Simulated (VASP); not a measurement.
Write the native input for VASP 6.6.1 that does the following.

| Quantity | Value |
| --- | --- |
| Task | single point |
| Functional | PBE-based screened hybrid with 25 % exact exchange |
| Potentials or basis | VASP PAW PBE potentials, release 64 (Sn_d, Se) |
| Cutoff | 400 eV |
| k mesh | 5 × 5 × 3 |
| Occupations | fermi-dirac, width 0.05 eV |
| Spin | no spin polarisation |
| Dipole correction | no |
| Grid for exact exchange (PRECFOCK) | Normal |
| Share of exact exchange | 0.25 |
| Further INCAR settings | ALGO = Normal; EDIFF = 1e-06; NBANDS = 20 |
| Screening parameter | 0.20787 1/Å |

Crystal: SnSe2.

```
CELL_PARAMETERS angstrom
3.81100 0.00000 0.00000
-1.90550 3.30042 0.00000
0.00000 0.00000 6.13600
ATOMIC_POSITIONS crystal
Sn 0.00000 0.00000 0.00000
Se 0.66667 0.33333 0.75100
Se 0.33333 0.66667 0.24900
```

These files were run (other wordings do the same):

POSCAR

```
SnSe2
1.0
    3.8110000000      0.0000000000      0.0000000000
   -1.9055000000      3.3004228138      0.0000000000
    0.0000000000      0.0000000000      6.1360000000
Sn Se
1 2
Direct
    0.0000000000      0.0000000000      0.0000000000
    0.6666666667      0.3333333333      0.7510000000
    0.3333333333      0.6666666667      0.2490000000
```

INCAR.step1

```
PREC = Accurate
ENCUT = 400
EDIFF = 1E-5
ISMEAR = -1
SIGMA = 0.05
LREAL = F
LASPH = T
NELM = 120
ALGO = Normal
ISIF = 2
LWAVE = T
LCHARG = F
NBANDS = 20
GGA = PE
GGA_COMPAT = F
```

INCAR.step2

```
PREC = Accurate
ENCUT = 400
EDIFF = 1E-6
ISMEAR = -1
SIGMA = 0.05
LREAL = F
LASPH = T
NELM = 120
ALGO = Normal
ISIF = 2
LWAVE = F
LCHARG = F
GGA = PE
LHFCALC = T
AEXX = 0.25
HFSCREEN = 0.2078699
PRECFOCK = Normal
NBANDS = 20
ISTART = 1
GGA_COMPAT = F
```

KPOINTS

```
regular mesh
0
Gamma
  5 5 3
```

Potentials or basis: VASP PAW PBE potentials, release 64 (Sn_d, Se).

Command:

```console
$ cat potpaw_PBE.64/Sn_d/POTCAR potpaw_PBE.64/Se/POTCAR > POTCAR
$ cp INCAR.step1 INCAR
$ mpirun -np 1 vasp_std > vasp.out
$ cp INCAR.step2 INCAR
$ mpirun -np 1 vasp_std > vasp.out
```

Results of the run:

- Pressure: 2.7 GPa
- Largest force: 0.289 eV/Å
- Band gap on the k mesh: 1.53 eV (least direct gap 1.92 eV)

Caveat: the PAW data sets were made with another functional, which shifts forces and pressure a little; spin-orbit coupling is left out, which moves the levels of the heavy elements; an odd mesh through Γ misses points on the zone boundary, where band edges can lie.

It took 14 min on 1 thread of AMD EPYC 9R45 96-Core Processor (Zen 5), with other jobs on the host, peak memory 0.26 GiB.
